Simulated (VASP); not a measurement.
A run of VASP 6.6.1 is set up as follows.

INCAR

```
  PREC = Accurate
  ENCUT = 520
  EDIFF = 1E-6
  ISMEAR = -1
  SIGMA = 0.06122561905347299
  LREAL = False
  LASPH = True
  NELM = 60
  ALGO = Normal
  ISIF = 2
  LWAVE = False
  LCHARG = False
  GGA = PE
  NBANDS = 10
```

Contents of KPOINTS:

```
Automatic mesh
0
Gamma
  49 49 49
```

Contents of POSCAR:

```
Ir
1.0
   -1.5561104615      1.5561104615      1.5561104615
    1.5561104615     -1.5561104615      1.5561104615
    1.5561104615      1.5561104615     -1.5561104615
Ir
1
Direct
    0.0000000000      0.0000000000      0.0000000000
```

Potentials or basis: VASP PAW PBE potentials, release 64 (Ir).

Run with:

```bash
$ cat potpaw_PBE.64/Ir/POTCAR > POTCAR
$ mpirun -np 1 vasp_std > vasp.out
```

Question: What does it give for the pressure?

Answer: 0.0 GPa.

Question: Estimate the band gap on the k mesh.

Answer: Zero (an odd number of electrons rules out a gap without spin polarisation).

Caveat: spin-orbit coupling is left out, which moves the levels of the heavy elements.
